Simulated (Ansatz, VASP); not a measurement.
## One calculation of Na3BiH6, two programs

```
Na Bi H
1.0
    -3.32527    3.32527    3.32527
     3.32527   -3.32527    3.32527
     3.32527    3.32527   -3.32527
Na Bi H
3 1 6
Direct
  0.00000 0.50000 0.50000
  0.50000 0.00000 0.50000
  0.50000 0.50000 0.00000
  0.00000 0.00000 0.00000
  0.00000 0.24920 0.24920
  0.00000 0.75080 0.75080
  0.24920 0.00000 0.24920
  0.75080 0.00000 0.75080
  0.24920 0.24920 0.00000
  0.75080 0.75080 0.00000
```

Alike in both runs: task single point; functional PBE; k mesh 4 × 4 × 4; occupations gaussian, width 0.1 eV; no spin polarisation.

|  | VASP | Ansatz |
| --- | --- | --- |
| version | VASP 6.6.1 | Ansatz 0.2.0 |
| potentials or method | VASP PAW PBE potentials, release 64 (Na_pv, Bi_d, H), cutoff 520 eV | scalar-relativistic, plane waves, PAW |
| valence electrons in the cell | 42 | 48 |

|  | VASP | Ansatz | Ansatz less VASP |
| --- | --- | --- | --- |
| gap on the k mesh at the Fermi level (eV) | none | none | - |
| pressure (GPa) | 27.0 | 27.0 | +0.06 |
| rms of the force components (eV/Å) | 1.017 | 1.041 | +0.0238 |

Atom by atom the forces differ by 0.024 eV/Å (rms over components). A gap of «none» marks a metal or a gap that the smearing closes. VASP's potentials hold 42 valence electrons a cell and Ansatz's 48, so a difference there can come from the potentials and not from the codes.

Spin-orbit coupling is off throughout.
